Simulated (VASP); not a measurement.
# Sn24HO47 (a cell with a defect) in VASP: notebook

The runs below take Sn24HO47 (a cell with a defect) through single point, with PBEsol.

Everything below comes from runs of VASP 6.6.1. Logs are shortened: lines on timing, memory, paths and dates and some standing lists are left out, and cuts for length are marked.

## Step 1: The cell of the first run

The cell holds a defect, 72 atoms: a = 9.538 Å, b = 9.538 Å, c = 9.636 Å, α = 90.00°, β = 90.00°, γ = 90.00°.

## Step 2: Single point, PBEsol

INCAR reads:

```
SYSTEM = Sn24HO47
PREC = Accurate
ENCUT = 520
EDIFF = 1E-6
ISMEAR = -1
SIGMA = 0.05
LREAL = Auto
LASPH = .True.
NELM = 120
ALGO = Normal
ISIF = 2
LWAVE = .False.
LCHARG = .True.
GGA = PS
LELF = .True.
LVHAR = .True.
NELECT = 620.0
ISYM = -1
NBANDS = 352
GGA_COMPAT = .False.
```

KPOINTS reads:

```
explicit points
1
Reciprocal
  0.25000000   0.25000000   0.25000000 1
```

POSCAR reads:

```
Sn24HO47
1.0
    9.5380920000      0.0000000000      0.0000000000
    0.0000000000      9.5380920000      0.0000000000
    0.0000000000      0.0000000000      9.6363030000
Sn O H
24 47 1
Direct
    0.9977800000      0.0019200000      0.9998220000
    0.0018350000      0.9976170000      0.3323070000
    0.0020710000      0.9977560000      0.6673920000
    0.0006070000      0.4988460000      0.9998460000
    0.9999100000      0.5007150000      0.3335540000
    0.0000120000      0.5006010000      0.6660140000
    0.5006720000      0.9989200000      0.9997840000
    0.4988710000      0.9993690000      0.3336650000
    0.4988510000      0.9994240000      0.6661120000
    0.4998080000      0.5000300000      0.9996840000
    0.4966660000      0.5033520000      0.3293810000
    0.4966730000      0.5028300000      0.6699720000
    0.2505700000      0.2494490000      0.1663610000
    0.2484910000      0.2486220000      0.4996900000
    0.2505480000      0.2495130000      0.8332190000
    0.2487630000      0.7505980000      0.1658150000
    0.2498870000      0.7495450000      0.4998350000
    0.2488960000      0.7506030000      0.8337100000
    0.7490590000      0.2504440000      0.1667930000
    0.7564370000      0.2428900000      0.4998490000
    0.7491690000      0.2504770000      0.8329660000
    0.7502170000      0.7491590000      0.1664230000
    0.7511870000      0.7511420000      0.5000410000
    0.7503780000      0.7490820000      0.8332720000
    0.1522760000      0.1529900000      0.9996480000
    0.1530690000      0.1524420000      0.3324530000
    0.1532310000      0.1527600000      0.6666670000
    0.1529050000      0.6517250000      0.9994640000
    0.1548120000      0.6513880000      0.3334470000
    0.1547860000      0.6514220000      0.6657010000
    0.6519940000      0.1535030000      0.9997690000
    0.6482270000      0.1582780000      0.3363360000
    0.6491480000      0.1574030000      0.6629770000
    0.6522110000      0.6527180000      0.9997790000
    0.6531160000      0.6496110000      0.3352310000
    0.6543010000      0.6479410000      0.6638860000
    0.3469510000      0.3477140000      0.9999640000
    0.3523220000      0.3450120000      0.3356950000
    0.3500920000      0.3465250000      0.6644920000
    0.3475440000      0.8468890000      0.0000410000
    0.3480420000      0.8447160000      0.3339130000
    0.3480540000      0.8448570000      0.6661790000
    0.8462020000      0.3473540000      0.0002200000
    0.8415000000      0.3506920000      0.3367430000
    0.8408650000      0.3513640000      0.6632050000
    0.8465700000      0.8475870000      0.0000630000
    0.8468940000      0.8463300000      0.3330270000
    0.8474270000      0.8464580000      0.6671520000
    0.0964090000      0.4017240000      0.1681250000
    0.0956150000      0.4011110000      0.4996310000
    0.0963660000      0.4009820000      0.8315170000
    0.0963800000      0.9027130000      0.1652580000
    0.0980180000      0.9019770000      0.4997910000
    0.0967210000      0.9029720000      0.8344240000
    0.5967340000      0.4037200000      0.1675940000
    0.5960200000      0.4028830000      0.8320030000
    0.5982780000      0.9030960000      0.1681050000
    0.5984420000      0.9039110000      0.4999520000
    0.5980040000      0.9032380000      0.8316360000
    0.4034520000      0.0964390000      0.1666250000
    0.4012390000      0.0957070000      0.4999700000
    0.4034420000      0.0971010000      0.8327500000
    0.4017140000      0.5976740000      0.1652080000
    0.4053420000      0.5940920000      0.4997570000
    0.4022970000      0.5981490000      0.8341270000
    0.9014820000      0.0978480000      0.1686910000
    0.9055920000      0.0939680000      0.4998700000
    0.9018720000      0.0982500000      0.8310260000
    0.9026860000      0.5962330000      0.1668780000
    0.9040810000      0.5985220000      0.4996490000
    0.9029470000      0.5957930000      0.8330760000
    0.5935590000      0.4045190000      0.5003920000
```

Potentials or basis: VASP PAW PBE potentials, release 64 (Sn_d, O, H).

Command:

```
cat potpaw_PBE.64/Sn_d/POTCAR potpaw_PBE.64/O/POTCAR potpaw_PBE.64/H/POTCAR > POTCAR
mpirun -np 1 vasp_std > vasp.out
```

OUTCAR:

```text
SYSTEM = Sn24HO47
   PREC = Accurate
   ENCUT = 520
   EDIFF = 1E-6
   ISMEAR = -1
   LREAL = Auto
   LASPH = .True.
   NELM = 120
   ISIF = 2
   GGA = PS
   NELECT = 620.0
   ISYM = -1

 ion  position               nearest neighbor table
   1  0.998  0.002  1.000-  46 2.06  25 2.06  52 2.08  54 2.08  68 2.08  66 2.08   3 3.20   2 3.20
                            21 3.72  19 3.72  24 3.74  13 3.74  22 3.74  15 3.74  16 3.75  18 3.75
   2  0.002  0.998  0.332-  52 2.06  26 2.06  47 2.07  53 2.07  67 2.07  66 2.08   1 3.20   3 3.23
                            20 3.68  16 3.70  17 3.72  23 3.72  14 3.72  22 3.73  13 3.74
   3  0.002  0.998  0.667-  54 2.06  48 2.06  27 2.07  53 2.07  67 2.07  68 2.08   1 3.20   2 3.23
                            20 3.68  18 3.70  17 3.71  23 3.72  14 3.72  15 3.73  24 3.73
   4  0.001  0.499  1.000-  28 2.06  43 2.06  71 2.07  49 2.08  69 2.08  51 2.08   5 3.22   6 3.22
                            15 3.73  13 3.73  16 3.73  18 3.73  21 3.73  19 3.74  24 3.74  22 3.74
   5  1.000  0.501  0.334-  29 2.06  70 2.07  69 2.07  49 2.07  50 2.07  44 2.08   6 3.20   4 3.22
                            22 3.73  17 3.73  23 3.73  16 3.73  14 3.74  19 3.74  20 3.74  13 3.75
   6  0.000  0.501  0.666-  30 2.06  71 2.07  70 2.07  51 2.07  50 2.07  45 2.08   5 3.20   4 3.22
                            17 3.73  24 3.73  23 3.73  18 3.73  14 3.74  20 3.74  21 3.74  15 3.75
   7  0.501  0.999  1.000-  40 2.06  31 2.06  60 2.08  59 2.08  62 2.08  57 2.08   9 3.22   8 3.22
                            22 3.73  24 3.73  18 3.73  16 3.73  19 3.74  21 3.74  13 3.74  15 3.74
   8  0.499  0.999  0.334-  41 2.06  60 2.07  61 2.07  57 2.07  58 2.07  32 2.08   9 3.20   7 3.22
                            17 3.73  13 3.73  14 3.73  16 3.73  23 3.74  20 3.74  19 3.74  22 3.75
   9  0.499  0.999  0.666-  42 2.06  61 2.07  62 2.07  59 2.07  58 2.07  33 2.08   8 3.20   7 3.22
                            17 3.73  15 3.73  14 3.73  18 3.73  23 3.74  20 3.74  21 3.74  24 3.75
  10  0.500  0.500  1.000-  34 2.06  37 2.06  65 2.07  63 2.07  56 2.08  55 2.08  11 3.18  12 3.18
                            21 3.73  19 3.73  24 3.73  22 3.73  15 3.73  13 3.73  18 3.74  16 3.74
  11  0.497  0.503  0.329-  63 2.03  35 2.04  38 2.04  64 2.05  55 2.06  72 2.11  10 3.18  12 3.28
                            16 3.69  17 3.71  22 3.72  13 3.72  19 3.75
  12  0.497  0.503  0.670-  65 2.03  36 2.04  39 2.04  64 2.05  56 2.06  72 2.10  10 3.18  11 3.28
                            18 3.70  17 3.71  15 3.72  24 3.72  21 3.75
  13  0.251  0.249  0.166-  60 2.06  49 2.07  26 2.07  37 2.07  25 2.08  38 2.11  15 3.21  14 3.21
                            11 3.72   8 3.73   4 3.73  10 3.73   2 3.74   1 3.74   7 3.74   5 3.75
  14  0.248  0.249  0.500-  50 2.06  61 2.06  27 2.06  26 2.07  38 2.08  39 2.08  13 3.21  15 3.21
                             3 3.72   2 3.72   8 3.73   9 3.73   6 3.74   5 3.74
  15  0.251  0.250  0.833-  62 2.06  51 2.06  27 2.07  25 2.07  37 2.07  39 2.10  13 3.21  14 3.21
                            12 3.72   9 3.73   4 3.73  10 3.73   3 3.73   1 3.74   7 3.74   6 3.75
  16  0.249  0.751  0.166-  52 2.05  63 2.06  40 2.07  28 2.07  29 2.08  41 2.08  18 3.20  17 3.22
                            11 3.69   2 3.70   4 3.73   5 3.73   8 3.73   7 3.73  10 3.74   1 3.75
  17  0.250  0.750  0.500-  53 2.05  30 2.06  41 2.06  29 2.07  42 2.07  64 2.10  18 3.22  16 3.22
                            11 3.71  12 3.71   3 3.71   2 3.72   8 3.73   6 3.73   5 3.73   9 3.73
  18  0.249  0.751  0.834-  54 2.05  65 2.06  28 2.07  40 2.07  42 2.08  30 2.08  16 3.20  17 3.22
                            12 3.70   3 3.70   9 3.73   6 3.73   4 3.73   7 3.73  10 3.74   1 3.75
  19  0.749  0.250  0.167-  66 2.06  55 2.06  43 2.07  31 2.07  32 2.09  44 2.09  20 3.21  21 3.22
                             1 3.72  10 3.73   4 3.74   7 3.74   5 3.74   8 3.74  11 3.75
  20  0.756  0.243  0.500-  67 2.01  33 2.05  44 2.05  45 2.05  32 2.05  72 2.19  19 3.21  21 3.21
                             2 3.68   3 3.68   8 3.74   9 3.74   6 3.74   5 3.74
  21  0.749  0.250  0.833-  68 2.06  56 2.06  31 2.07  43 2.08  45 2.09  33 2.09  20 3.21  19 3.22
[... 53 lines left out ...]
  71  0.903  0.596  0.833-  24 2.06   6 2.07   4 2.07
  72  0.594  0.405  0.500-  12 2.10  11 2.11  20 2.19

IMPORTANT INFORMATION: All symmetrisations will be switched off!
NOSYMM: (Re-)initialisation of all symmetry stuff for point group C_1.

----------------------------------------------------------------------------------------

                                     Primitive cell

  volume of cell :     876.6646

  direct lattice vectors                    reciprocal lattice vectors
     9.538092000  0.000000000  0.000000000     0.104842771  0.000000000  0.000000000
     0.000000000  9.538092000  0.000000000     0.000000000  0.104842771  0.000000000
     0.000000000  0.000000000  9.636303000     0.000000000  0.000000000  0.103774238

  length of vectors
[... 169 lines left out ...]
   NGXF,Y,Z  is equivalent  to a cutoff of  25.10, 25.10, 24.84 a.u.
 SYSTEM =  Sn24HO47
   PREC   = accura    normal or accurate (medium, high low for compatibility)
   ISTART =      0    job   : 0-new  1-cont  2-samecut
   ICHARG =      2    charge: 1-file 2-atom 10-const
   ISPIN  =      1    spin polarized calculation?
   LNONCOLLINEAR =      F non collinear calculations
   LSORBIT =      F    spin-orbit coupling
   LASPH  =      T    aspherical Exc in radial PAW
   ENCUT  =  520.0 eV  38.22 Ry    6.18 a.u.  17.73 17.73 17.92*2*pi/ulx,y,z
   NELM   =    120;   NELMIN=  2; NELMDL= -5     # of ELM steps
   EDIFF  = 0.1E-05   stopping-criterion for ELM
   LREAL  =      T    real-space projection
   EDIFFG = 0.1E-04   stopping-criterion for IOM
   NSW    =      0    number of steps for IOM
   IBRION =     -1    ionic relax: 0-MD 1-quasi-New 2-CG
   NFREE  =      0    steps in history (QN), initial steepest desc. (CG)
   ISIF   =      2    stress and relaxation
   ISYM   =     -1    0-nonsym 1-usesym 2-fastsym
   POTIM  = 0.5000    time-step for ionic-motion
   TEBEG  =    0.0;   TEEND  =   0.0 temperature during run
   PSTRESS=    0.0 pullay stress
   NELECT =     620.0000    total number of electrons
   NUPDOWN=      -1.0000    fix difference up-down
   EMIN   =  10.00;   EMAX   =-10.00  energy-range for DOS
   EFERMI =   0.00;   METHOD = LEGACY
   ISMEAR =    -1;   SIGMA  =   0.05  broadening in eV -4-tet -1-fermi 0-gaus
   EFERMI_NEDOS =   21; number of points for ismear=-14 and -15
   IALGO  =     38    algorithm
   IMIX   =      4    mixing-type and parameters
     AMIX     =   0.40;   BMIX     =  1.00
     AMIX_MAG =   1.60;   BMIX_MAG =  1.00
  volume/ion in A,a.u.               =      12.18        82.17
  Fermi-wavevector in a.u.,A,eV,Ry     =   1.458571  2.756300 28.945434  2.127429
  Thomas-Fermi vector in A             =   2.575240
   LORBIT       =      0    0 simple, 1 ext, 2 COOP (PROOUT), +10 PAW based schemes
   GGA     = PS    functional components
   LHFCALC =     F    Hartree Fock is set to
   AEXX    =    0.0000 exact exchange contribution
   IVDW    =     0    specifies the selected vdW correction
   LEPSILON=     F    determine dielectric tensor
   LRPA    =     F    only Hartree local field effects (RPA)
 non-spin polarized calculation
  energy-cutoff  :      520.00
  volume of cell :      876.66
 maximum number of plane-waves:     23594
 NGX is ok and might be reduce to    70
   NGX = 35   NGY = 35   NGZ = 35

 number of electron     620.0000094 magnetization

 Free energy of the ion-electron system (eV)
  ---------------------------------------------------
  ext. energy  EPLUGINS =         0.00000000
  ---------------------------------------------------
  free energy    TOTEN  =      -462.16314752 eV

  energy without entropy =     -462.16230214  energy(sigma->0) =     -462.16272483

 E-fermi :   8.2550     XC(G=0): -11.4107

 val. band max:        7.8737976093   @ k =   0.2500   0.2500   0.2500
 cond. band min:       8.6365759354   @ k =   0.2500   0.2500   0.2500
 fundamental gap:      0.7627783261
 Fermi energy:         8.2549606605

 k-point     1 :       0.2500    0.2500    0.2500
  band No.  band energies     occupation
      1     -15.2450      2.00000
      2     -15.1739      2.00000
      3     -15.1617      2.00000
      4     -15.1077      2.00000
      5     -15.0853      2.00000
      6     -15.0592      2.00000
[... 314 lines left out ...]
    321      10.6745      0.00000
    322      10.7642      0.00000
 [bands above 322 left out]

------------------------ aborting loop because EDIFF is reached ----------------------------------------

  FORCE on cell =-STRESS in cart. coord.  units (eV):
  Direction    XX          YY          ZZ          XY          YZ          ZX
  --------------------------------------------------------------------------------------
  -------------------------------------------------------------------------------------
  Total       30.9698774     30.9771868     36.9868069     -1.0295753      0.2779810      0.3357212
  in kB       56.6000230     56.6133815     67.5964612     -1.8816344      0.5080334      0.6135585
  external PRESSURE =      60.2699552 kB  Pullay stress =       0.0000000 kB

 VOLUME and BASIS-vectors are now :
 -----------------------------------------------------------------------------
  energy-cutoff  :      520.00
  volume of cell :      876.66
      direct lattice vectors                 reciprocal lattice vectors
     9.538092000  0.000000000  0.000000000     0.104842771  0.000000000  0.000000000
     0.000000000  9.538092000  0.000000000     0.000000000  0.104842771  0.000000000
     0.000000000  0.000000000  9.636303000     0.000000000  0.000000000  0.103774238

 POSITION                                       TOTAL-FORCE (eV/Angst)
 -----------------------------------------------------------------------------------
      9.51692      0.01831      9.63459        -0.005833      0.018324      0.010341
      0.01750      9.51536      3.20221         0.006808      0.000577     -0.005873
      0.01975      9.51669      6.43119         0.012770      0.010459     -0.000754
      0.00579      4.75804      9.63482        -0.003679     -0.017122      0.005777
      9.53723      4.77587      3.21423         0.001863     -0.017932     -0.005578
      0.00011      4.77478      6.41791         0.006257     -0.018865     -0.003131
[... 64 lines left out ...]
      8.61239      5.68273      8.02777        -0.015748      0.022101     -0.007150
      5.66142      3.85834      4.82193         0.018914      0.008377     -0.001755
 -----------------------------------------------------------------------------------
    total drift:                               -0.057444      0.051361      0.017416

  FREE ENERGIE OF THE ION-ELECTRON SYSTEM (eV)
  ---------------------------------------------------
  free  energy   TOTEN  =      -462.1631475183 eV

  energy  without entropy=     -462.1623021370  energy(sigma->0) =     -462.16272483
```

Run time: 13 min. Hardware: 1 thread of Intel Xeon 6975P-C (Granite Rapids), shared host; peak memory 0.85 GiB.

What came out:

| Item | Value |
| --- | --- |
| Free energy | -462.1631 eV |
| Largest force | 0.043 eV/Å |

Forces in eV/Å, atoms in the order of the input:
```
Sn  -0.006  0.018  0.010
Sn   0.007  0.001 -0.006
Sn   0.013  0.010 -0.001
Sn  -0.004 -0.017  0.006
Sn   0.002 -0.018 -0.006
Sn   0.006 -0.019 -0.003
Sn  -0.008  0.021  0.010
Sn  -0.007  0.021 -0.007
Sn  -0.002  0.023 -0.010
Sn   0.000 -0.015  0.013
Sn   0.012 -0.019  0.031
Sn  -0.006 -0.027 -0.031
Sn  -0.015 -0.022  0.002
Sn  -0.009 -0.041 -0.010
Sn  -0.012 -0.019  0.006
Sn   0.004  0.020  0.005
Sn   0.003  0.016 -0.009
Sn   0.005  0.011  0.002
Sn   0.010 -0.023  0.001
Sn  -0.033  0.013 -0.005
Sn   0.008 -0.029  0.005
Sn   0.004  0.027  0.005
Sn   0.002  0.026 -0.022
Sn   0.000  0.035  0.012
O   -0.005 -0.003 -0.003
O   -0.004 -0.004  0.012
O    0.005 -0.001 -0.008
O   -0.013 -0.017  0.003
O   -0.015 -0.017 -0.005
O   -0.014 -0.024  0.007
O   -0.006 -0.007 -0.017
O   -0.008  0.006  0.001
O   -0.017  0.006  0.012
O   -0.021 -0.029 -0.011
O   -0.006 -0.021  0.002
O   -0.004 -0.030 -0.002
O    0.022  0.016 -0.009
O    0.004  0.016  0.012
O    0.011  0.014  0.005
O    0.013 -0.004 -0.003
O    0.016  0.003 -0.003
O    0.007  0.001  0.005
O    0.012  0.021 -0.017
O    0.014  0.030  0.011
O    0.014  0.026  0.004
O    0.005 -0.003 -0.006
O    0.009  0.006  0.009
O    0.003  0.003  0.001
O    0.012 -0.013 -0.004
O    0.012  0.000  0.001
O   -0.005  0.009  0.003
O    0.020 -0.015 -0.001
O    0.000 -0.014  0.006
O    0.013 -0.015 -0.002
O    0.005 -0.010  0.002
O    0.017 -0.003 -0.005
O    0.019 -0.018 -0.010
O    0.011 -0.025  0.007
O    0.012 -0.019  0.000
O   -0.009  0.015  0.000
O   -0.002  0.012  0.003
O    0.000  0.001  0.005
O   -0.029  0.025 -0.001
O   -0.007  0.013  0.005
O   -0.019  0.014  0.001
O   -0.010  0.006  0.003
O   -0.002  0.004 -0.003
O   -0.005  0.006 -0.007
O   -0.015  0.013 -0.007
O   -0.021 -0.002  0.013
O   -0.016  0.022 -0.007
H    0.019  0.008 -0.002
```

Caveat: the cell carries a net charge on a neutralising background, which shifts energy and pressure; the cell is charged against a uniform background, so pressure and absolute levels hang on convention; the PAW data sets were made with another functional, which shifts forces and pressure a little; spin-orbit coupling is left out, which moves the levels of the heavy elements.

(Continued in part 2 of 2.)
